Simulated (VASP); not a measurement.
NaCl, 2 atoms in the cell. It takes space group Fm-3m (No. 225, cubic). Conventional cell: a = 5.605 Å, b = 5.605 Å, c = 5.605 Å, α = 90.00°, β = 90.00°, γ = 90.00°. Within 3.7 Å of Na (site symmetry m-3m) lie 6 Cl at 2.80 Å. Cl (site symmetry m-3m) has 6 Na at 2.80 Å within 3.7 Å. 

```yaml
Program: VASP 6.6.1
Task: single point
Functional: PBE-based global hybrid with 100 % exact exchange
Potentials_or_basis: VASP PAW PBE potentials, release 64 (Na_pv, Cl)
Cutoff: 520 eV
k_mesh: 4 × 4 × 4
Occupations: gaussian, width 0.01 eV
Spin: no spin polarisation
Dipole_correction: no
Grid_for_exact_exchange_PRECFOCK: Normal
Share_of_exact_exchange: 1
Further_INCAR_settings: ALGO = Normal; EDIFF = 1e-06; NBANDS = 14
```

Potentials or basis: VASP PAW PBE potentials, release 64 (Na_pv, Cl).

Command:

```sh
$ cat potpaw_PBE.64/Na_pv/POTCAR potpaw_PBE.64/Cl/POTCAR > POTCAR
$ cp INCAR.step1 INCAR
$ mpirun -np 1 vasp_std > vasp.out
$ cp INCAR.step2 INCAR
$ mpirun -np 1 vasp_std > vasp.out
```

Hardware: 1 thread of Intel Xeon 8259CL, on a shared host.

Q: Estimate the wall time of this run.

A: Run time: 8 min on 1 thread of Intel Xeon 8259CL, with other jobs on the host, peak memory 0.17 GiB. Counts: k points 8.
